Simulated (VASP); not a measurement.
# LiNbO3 (R-3c) in VASP: a series of runs

The runs below take LiNbO3 through single point, with PBE.

Program: VASP 6.6.1. These are calculated values, not measurements. Logs are shortened: lines on timing, memory, paths and dates and some standing lists are left out, and cuts for length are marked.

## Step 1: The cell of the first run

It takes space group R-3c (No. 167, trigonal). Conventional cell: a = 5.010 Å, b = 5.010 Å, c = 14.996 Å, α = 90.00°, β = 90.00°, γ = 120.00°. Within 2.7 Å of Li (site symmetry 32) lie 3 O at 2.00 Å. Within 2.6 Å of Nb (site symmetry -3) lie 6 O at 1.98 Å. O (site symmetry 2) has 2 Nb at 1.98 Å and 1 Li at 2.00 Å and 4 O at 2.65 Å within 2.7 Å.

## Step 2: Single point, PBE

INCAR

```
SYSTEM = LiNbO3
PREC = Accurate ; ENCUT = 520
EDIFF = 1E-7 ; ISMEAR = 0
SIGMA = 0.05 ; LREAL = .FALSE.
LASPH = .TRUE. ; NELM = 60
ALGO = Normal ; ISIF = 2
LWAVE = .FALSE. ; LCHARG = .TRUE.
GGA = PE ; LELF = .TRUE.
LVHAR = .TRUE. ; NBANDS = 45
```

KPOINTS

```
Automatic mesh
0
G
  6 6 6
  0 0 0
```

POSCAR

```
LiNbO3
1.0
    2.5048192932      1.4461580933      4.9986173815
   -2.5048192932      1.4461580933      4.9986173815
    0.0000000000     -2.8923161864      4.9986173816
Li Nb O
2 2 6
Direct
    0.2500000000      0.2500000000      0.2500000000
    0.7500000000      0.7500000000      0.7500000000
    0.0000000000      0.0000000000      0.0000000000
    0.5000000000      0.5000000000      0.5000000000
    0.1494812620      0.3505187380      0.7500000000
    0.7500000000      0.1494812620      0.3505187380
    0.3505187380      0.7500000000      0.1494812620
    0.8505187380      0.6494812620      0.2500000000
    0.2500000000      0.8505187380      0.6494812620
    0.6494812620      0.2500000000      0.8505187380
```

Potentials or basis: VASP PAW PBE potentials, release 64 (Li_sv, Nb_sv, O).

On the command line:

```
$ cat potpaw_PBE.64/Li_sv/POTCAR potpaw_PBE.64/Nb_sv/POTCAR potpaw_PBE.64/O/POTCAR > POTCAR
$ mpirun -np 1 vasp_std > vasp.out
```

OUTCAR:

```text
SYSTEM = LiNbO3
   PREC = Accurate
   ENCUT = 520
   EDIFF = 1E-7
   ISMEAR = 0
   LREAL = .FALSE.
   LASPH = .TRUE.
   NELM = 60
   ISIF = 2
   GGA = PE

 ion  position               nearest neighbor table
   1  0.250  0.250  0.250-   8 2.00   9 2.00  10 2.00
   2  0.750  0.750  0.750-   5 2.00   6 2.00   7 2.00
   3  0.000  0.000  0.000-   7 1.98  10 1.98   8 1.98   5 1.98   9 1.98   6 1.98
   4  0.500  0.500  0.500-   6 1.98   9 1.98   8 1.98   5 1.98   7 1.98  10 1.98
   5  0.149  0.351  0.750-   3 1.98   4 1.98   2 2.00
   6  0.750  0.149  0.351-   4 1.98   3 1.98   2 2.00
   7  0.351  0.750  0.149-   3 1.98   4 1.98   2 2.00
   8  0.851  0.649  0.250-   3 1.98   4 1.98   1 2.00
   9  0.250  0.851  0.649-   4 1.98   3 1.98   1 2.00
  10  0.649  0.250  0.851-   3 1.98   4 1.98   1 2.00

  LATTYP: Found a trigonal (rhomboedric) cell.
 ALAT       =     5.7750903585
 COS(alpha) =     0.6237597730

  Lattice vectors:

 A1 = (   2.5048192932,   1.4461580933,   4.9986173815)
 A2 = (  -2.5048192932,   1.4461580933,   4.9986173815)
 A3 = (   0.0000000000,  -2.8923161864,   4.9986173816)

Analysis of symmetry for initial positions (statically):
=====================================================================
 Subroutine PRICEL returns:
 Original cell was already a primitive cell.

 Routine SETGRP: Setting up the symmetry group for a
 trigonal (rhombohedral) supercell.

 Subroutine GETGRP returns: Found 12 space group operations
 (whereof  6 operations were pure point group operations)
 out of a pool of 12 trial point group operations.

The static configuration has the point symmetry S_6 .
 The point group associated with its full space group is D_3d.

Analysis of symmetry for dynamics (positions and initial velocities):
=====================================================================
 Subroutine PRICEL returns:
 Original cell was already a primitive cell.

 Routine SETGRP: Setting up the symmetry group for a
 trigonal (rhombohedral) supercell.

 Subroutine GETGRP returns: Found 12 space group operations
 (whereof  6 operations were pure point group operations)
 out of a pool of 12 trial point group operations.

The dynamic configuration has the point symmetry S_6 .
 The point group associated with its full space group is D_3d.

 Subroutine INISYM returns: Found 12 space group operations
 (whereof  6 operations are pure point group operations),
 and found     1 'primitive' translations

----------------------------------------------------------------------------------------

                                     Primitive cell

  volume of cell :     108.6409

  direct lattice vectors                    reciprocal lattice vectors
     2.504819293  1.446158093  4.998617381     0.199615198  0.115247888  0.066685107
    -2.504819293  1.446158093  4.998617381    -0.199615198  0.115247888  0.066685107
     0.000000000 -2.892316186  4.998617382     0.000000000 -0.230495777  0.066685107

  length of vectors
     5.775090359  5.775090359  5.775090359     0.239948342  0.239948342  0.239948342

  position of ions in fractional coordinates (direct lattice)
     0.250000000  0.250000000  0.250000000
     0.750000000  0.750000000  0.750000000
     0.000000000  0.000000000  0.000000000
     0.500000000  0.500000000  0.500000000
     0.149481262  0.350518738  0.750000000
     0.750000000  0.149481262  0.350518738
     0.350518738  0.750000000  0.149481262
     0.850518738  0.649481262  0.250000000
     0.250000000  0.850518738  0.649481262
     0.649481262  0.250000000  0.850518738

  ion indices of the primitive-cell ions
   primitive index   ion index
                 1           1
                 2           2
                 3           3
                 4           4
                 5           5
                 6           6
                 7           7
                 8           8
                 9           9
                10          10

----------------------------------------------------------------------------------------

 KPOINTS: Automatic mesh

Automatic generation of k-mesh.
 Grid dimensions read from file:
 generate k-points for:    6    6    6

 Generating k-lattice:

  Cartesian coordinates                     Fractional coordinates (reciprocal lattice)
     0.033269200  0.019207981  0.011114184     0.166666667 -0.000000000  0.000000000
    -0.033269200  0.019207981  0.011114184    -0.000000000  0.166666667  0.000000000
     0.000000000 -0.038415963  0.011114184     0.000000000  0.000000000  0.166666667

  Length of vectors
     0.039991390  0.039991390  0.039991390

  Shift w.r.t. Gamma in fractional coordinates (k-lattice)
     0.000000000  0.000000000  0.000000000

 Subroutine IBZKPT returns following result:
 ===========================================

 Found     32 irreducible k-points:

 Following reciprocal coordinates:
            Coordinates               Weight
  0.000000  0.000000  0.000000      1.000000
  0.166667  0.000000  0.000000      6.000000
  0.333333 -0.000000  0.000000      6.000000
  0.500000 -0.000000  0.000000      3.000000
  0.166667  0.166667 -0.000000      6.000000
  0.333333  0.166667  0.000000     12.000000
[... 16 lines left out ...]
  0.500000  0.500000  0.166667      6.000000
 -0.333333  0.500000  0.166667     12.000000
 [... further k-points ...]
   k-points           NKPTS =     32   k-points in BZ     NKDIM =     32   number of bands    NBANDS=     45
   number of dos      NEDOS =    301   number of ions     NIONS =     10
   total plane-waves  NPLWV = 110592
   dimension x,y,z NGX =    48 NGY =   48 NGZ =   48
   dimension x,y,z NGXF=    96 NGYF=   96 NGZF=   96
   ions per type =               2   2   6
   NGX,Y,Z   is equivalent  to a cutoff of  13.82, 13.82, 13.82 a.u.
   NGXF,Y,Z  is equivalent  to a cutoff of  27.64, 27.64, 27.64 a.u.
 SYSTEM =  LiNbO3
   PREC   = accura    normal or accurate (medium, high low for compatibility)
   ISTART =      0    job   : 0-new  1-cont  2-samecut
   ICHARG =      2    charge: 1-file 2-atom 10-const
   ISPIN  =      1    spin polarized calculation?
   LNONCOLLINEAR =      F non collinear calculations
   LSORBIT =      F    spin-orbit coupling
   LASPH  =      T    aspherical Exc in radial PAW
   ENCUT  =  520.0 eV  38.22 Ry    6.18 a.u.  10.74 10.74 10.74*2*pi/ulx,y,z
   NELM   =     60;   NELMIN=  2; NELMDL= -5     # of ELM steps
   EDIFF  = 0.1E-06   stopping-criterion for ELM
   LREAL  =      F    real-space projection
   EDIFFG = 0.1E-05   stopping-criterion for IOM
   NSW    =      0    number of steps for IOM
   IBRION =     -1    ionic relax: 0-MD 1-quasi-New 2-CG
   NFREE  =      0    steps in history (QN), initial steepest desc. (CG)
   ISIF   =      2    stress and relaxation
   ISYM   =      2    0-nonsym 1-usesym 2-fastsym
   POTIM  = 0.5000    time-step for ionic-motion
   TEBEG  =    0.0;   TEEND  =   0.0 temperature during run
   PSTRESS=    0.0 pullay stress
   NELECT =      68.0000    total number of electrons
   NUPDOWN=      -1.0000    fix difference up-down
   EMIN   =  10.00;   EMAX   =-10.00  energy-range for DOS
   EFERMI =   0.00;   METHOD = LEGACY
   ISMEAR =     0;   SIGMA  =   0.05  broadening in eV -4-tet -1-fermi 0-gaus
   EFERMI_NEDOS =   21; number of points for ismear=-14 and -15
   IALGO  =     38    algorithm
   IMIX   =      4    mixing-type and parameters
     AMIX     =   0.40;   BMIX     =  1.00
     AMIX_MAG =   1.60;   BMIX_MAG =  1.00
  volume/ion in A,a.u.               =      10.86        73.31
  Fermi-wavevector in a.u.,A,eV,Ry     =   1.400383  2.646339 26.681995  1.961071
  Thomas-Fermi vector in A             =   2.523349
   LORBIT       =      0    0 simple, 1 ext, 2 COOP (PROOUT), +10 PAW based schemes
   GGA     = PE    functional components
   LHFCALC =     F    Hartree Fock is set to
   AEXX    =    0.0000 exact exchange contribution
   IVDW    =     0    specifies the selected vdW correction
   LEPSILON=     F    determine dielectric tensor
   LRPA    =     F    only Hartree local field effects (RPA)
 non-spin polarized calculation
 Gauss-broadening in eV      SIGMA  =   0.05
  energy-cutoff  :      520.00
  volume of cell :      108.64
 maximum number of plane-waves:      2939
 NGX is ok and might be reduce to    48

 number of electron      67.9999999 magnetization

 Free energy of the ion-electron system (eV)
  ---------------------------------------------------
  ext. energy  EPLUGINS =         0.00000000
  ---------------------------------------------------
  free energy    TOTEN  =       -78.86271038 eV

  energy without entropy =      -78.86271038  energy(sigma->0) =      -78.86271038

 E-fermi :   4.1904     XC(G=0): -10.6386

 val. band max:        3.8041421409   @ k =   0.1667   0.1667   0.1667
 cond. band min:       5.8900672240   @ k =   0.5000   0.5000   0.0000
 fundamental gap:      2.0859250831
 Fermi energy:         4.1904268316

 k-point     1 :       0.0000    0.0000    0.0000
  band No.  band energies     occupation
      1     -50.8400      2.00000
      2     -50.8266      2.00000
      3     -39.6004      2.00000
      4     -39.5991      2.00000
      5     -27.0885      2.00000
      6     -27.0885      2.00000
[... 37 lines left out ...]
     44      14.1778      0.00000
     45      14.5589      0.00000

 k-point     2 :       0.1667    0.0000    0.0000
  band No.  band energies     occupation
      1     -50.8391      2.00000
      2     -50.8275      2.00000
      3     -39.6003      2.00000
      4     -39.5992      2.00000
      5     -27.0799      2.00000
      6     -27.0792      2.00000
[... 37 lines left out ...]
     44      14.1818      0.00000
     45      14.2449      0.00000

 k-point     3 :       0.3333   -0.0000    0.0000
  band No.  band energies     occupation
      1     -50.8366      2.00000
      2     -50.8299      2.00000
      3     -39.6001      2.00000
      4     -39.5994      2.00000
      5     -27.0557      2.00000
      6     -27.0534      2.00000
[... 37 lines left out ...]
     44      13.7233      0.00000
     45      13.8420      0.00000

 k-point     4 :       0.5000   -0.0000    0.0000
  band No.  band energies     occupation
      1     -50.8332      2.00000
      2     -50.8332      2.00000
      3     -39.5997      2.00000
      4     -39.5997      2.00000
      5     -27.0203      2.00000
      6     -27.0203      2.00000
[... 901 lines left out ...]
     44      13.0551      0.00000
     45      13.4133      0.00000

 k-point    23 :       0.5000    0.5000    0.1667
  band No.  band energies     occupation
      1     -50.8352      2.00000
      2     -50.8313      2.00000
      3     -39.6000      2.00000
      4     -39.5995      2.00000
      5     -27.0909      2.00000
      6     -27.0866      2.00000
[... 37 lines left out ...]
     44      13.0378      0.00000
     45      13.1924      0.00000

 k-point    24 :      -0.3333    0.5000    0.1667
  band No.  band energies     occupation
      1     -50.8343      2.00000
      2     -50.8321      2.00000
      3     -39.5999      2.00000
      4     -39.5996      2.00000
      5     -27.1019      2.00000
      6     -27.0975      2.00000
[... 37 lines left out ...]
     44      13.0148      0.00000
     45      13.4851      0.00000

 [... further k-points ...]
[... 5 lines left out ...]
  --------------------------------------------------------------------------------------
  -------------------------------------------------------------------------------------
  Total        9.0169310      9.0169310     -6.1680778     -0.0000000     -0.0000000      0.0000000
  in kB      132.9768402    132.9768402    -90.9634890     -0.0000000     -0.0000000      0.0000000
  external PRESSURE =      58.3300638 kB  Pullay stress =       0.0000000 kB

 VOLUME and BASIS-vectors are now :
 -----------------------------------------------------------------------------
  energy-cutoff  :      520.00
  volume of cell :      108.64
      direct lattice vectors                 reciprocal lattice vectors
     2.504819293  1.446158093  4.998617381     0.199615198  0.115247888  0.066685107
    -2.504819293  1.446158093  4.998617381    -0.199615198  0.115247888  0.066685107
     0.000000000 -2.892316186  4.998617382     0.000000000 -0.230495777  0.066685107

 POSITION                                       TOTAL-FORCE (eV/Angst)
 -----------------------------------------------------------------------------------
      0.00000      0.00000      3.74896        -0.000000     -0.000000      0.000000
      0.00000      0.00000     11.24689        -0.000000      0.000000      0.000000
      0.00000      0.00000      0.00000        -0.000000      0.000000      0.000000
      0.00000      0.00000      7.49793        -0.000000      0.000000      0.000000
     -0.50356     -1.44616      6.24827        -0.819709     -0.000000     -0.000000
      1.50419      0.28698      6.24827         0.409855     -0.709889      0.000000
     -1.00063      1.15918      6.24827         0.409855      0.709889     -0.000000
      0.50356      1.44616      8.74758         0.819709      0.000000      0.000000
     -1.50419     -0.28698      8.74758        -0.409855      0.709889     -0.000000
      1.00063     -1.15918      8.74758        -0.409855     -0.709889      0.000000
 -----------------------------------------------------------------------------------
    total drift:                                0.000000     -0.000000      0.000000

  FREE ENERGIE OF THE ION-ELECTRON SYSTEM (eV)
  ---------------------------------------------------
  free  energy   TOTEN  =       -78.8627103832 eV

  energy  without entropy=      -78.8627103832  energy(sigma->0) =      -78.86271038
```

It took 5.4 min on 1 thread of Intel Xeon Platinum 8488C (Sapphire Rapids), shared host; peak memory 0.37 GiB.

Results:

- Free energy: -78.8627 eV
- Largest force: 0.820 eV/Å
- Band gap on the k mesh: 2.09 eV (least direct gap 2.21 eV)

Forces in eV/Å, atoms in the order of the input:
```
Li   0.000  0.000  0.000
Li   0.000  0.000  0.000
Nb   0.000  0.000  0.000
Nb   0.000  0.000  0.000
O   -0.820  0.000  0.000
O    0.410 -0.710  0.000
O    0.410  0.710  0.000
O    0.820  0.000  0.000
O   -0.410  0.710  0.000
O   -0.410 -0.710  0.000
```

Levels at points of the mesh, in eV from the valence-band top:
```csv
k point,band 32,band 33,band 34,band 35,band 36,band 37
"(0.00, 0.00, 0.00)",-0.10,-0.07,-0.07,2.14,2.14,2.71
"(0.50, 0.00, 0.00)",-0.64,-0.25,-0.25,3.76,3.76,3.91
"(0.50, 0.50, 0.00)",-0.85,-0.30,-0.13,2.09,3.64,4.01
"(0.50, 0.50, 0.50)",-0.18,-0.18,-0.18,4.16,4.16,4.16
```

Caveat: the cutoff is under 1.25 times the usual one of these potentials, so pressure, stress and relaxed cells hold a basis-set (Pulay) error.

## Step 3: Single point, PBE

This run uses another cell than the first one, of the same volume but with other edges.

INCAR

```
  PREC = Accurate
  ENCUT = 520
  EDIFF = 1E-6
  ISMEAR = 0
  SIGMA = 0.05
  LREAL = False
  LASPH = True
  NELM = 60
  ALGO = Normal
  ISIF = 2
  LWAVE = False
  LCHARG = True
  GGA = PE
  LELF = True
  LVHAR = True
  NBANDS = 45
```

KPOINTS

```
regular mesh
0
Gamma
  6 6 6
```

POSCAR

```
LiNbO3
1.0
    2.6115267350      1.5077656635      4.5984740720
   -2.6115267350      1.5077656635      4.5984740720
    0.0000000000     -3.0155313268      4.5984740721
Li Nb O
2 2 6
Direct
    0.2500000000      0.2500000000      0.2500000000
    0.7500000000      0.7500000000      0.7500000000
    0.0000000000      0.0000000000      0.0000000000
    0.5000000000      0.5000000000      0.5000000000
    0.1111894848      0.3888105152      0.7500000000
    0.7500000000      0.1111894848      0.3888105152
    0.3888105152      0.7500000000      0.1111894848
    0.8888105152      0.6111894848      0.2500000000
    0.2500000000      0.8888105152      0.6111894848
    0.6111894848      0.2500000000      0.8888105152
```

Potentials or basis: VASP PAW PBE potentials, release 64 (Li_sv, Nb_sv, O).

On the command line:

```
$ cat potpaw_PBE.64/Li_sv/POTCAR potpaw_PBE.64/Nb_sv/POTCAR potpaw_PBE.64/O/POTCAR > POTCAR
$ mpirun -np 1 vasp_std > vasp.out
```

It took 4.2 min on 1 thread of Intel Xeon Platinum 8488C (Sapphire Rapids), shared host; peak memory 0.31 GiB.

Results (log left out):

```yaml
Free_energy: -79.4648 eV
Largest_force: 0.963 eV/Å
Band_gap_on_the_k_mesh: 2.34 eV (least direct gap 2.42 eV)
```

Forces on the atoms (eV/Å):
```
Li   0.000  0.000  0.000
Li   0.000  0.000  0.000
Nb   0.000  0.000  0.000
Nb   0.000  0.000  0.000
O    0.963  0.000  0.000
O   -0.482  0.834  0.000
O   -0.482 -0.834  0.000
O   -0.963  0.000  0.000
O    0.482 -0.834  0.000
O    0.482  0.834  0.000
```

Levels at points of the mesh, in eV from the valence-band top:
```csv
k point,band 31,band 32,band 33,band 34,band 35,band 36,band 37,band 38
"(0.00, 0.00, 0.00)",-0.51,-0.18,-0.18,0.00,2.42,2.42,2.50,4.06
"(0.50, 0.00, 0.00)",-0.37,-0.37,-0.24,-0.24,3.75,3.75,3.78,3.78
"(0.50, 0.50, 0.00)",-1.09,-0.55,-0.50,-0.32,2.34,3.06,3.38,3.94
"(0.50, 0.50, 0.50)",-0.37,-0.37,-0.37,-0.37,3.75,3.75,4.03,4.03
```

Caveat: the cutoff is under 1.25 times the usual one of these potentials, so pressure, stress and relaxed cells hold a basis-set (Pulay) error.
